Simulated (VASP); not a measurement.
Si (a cell with a defect), 31 atoms in the cell. The cell holds a defect, 31 atoms: a = 9.474 Å, b = 9.474 Å, c = 9.474 Å, α = 109.47°, β = 109.47°, γ = 109.47°. 

```yaml
Program: VASP 6.6.1
Task: single point
Functional: PBE
Potentials_or_basis: VASP PAW PBE potentials, release 64 (Si)
Cutoff: 520 eV
k_mesh: 2 × 2 × 2, shifted
Occupations: gaussian, width 0.02 eV
Spin: no spin polarisation
Dipole_correction: no
Further_INCAR_settings: LREAL = Auto; ALGO = Normal; EDIFF = 1e-07; NBANDS = 83
```

Potentials or basis: VASP PAW PBE potentials, release 64 (Si).

Command:

```bash
$ cat potpaw_PBE.64/Si/POTCAR > POTCAR
$ mpirun -np 1 vasp_std > vasp.out
```

Hardware: 1 thread of AMD EPYC 7R43 64-Core Processor (Zen 3), with other jobs on the host.

Question: Estimate the wall time of this run.

Answer: Run time: 4.7 min on 1 thread of AMD EPYC 7R43 64-Core Processor (Zen 3), on a shared host, peak memory 0.6 GiB. Counts: scf iterations 16, k points 2.
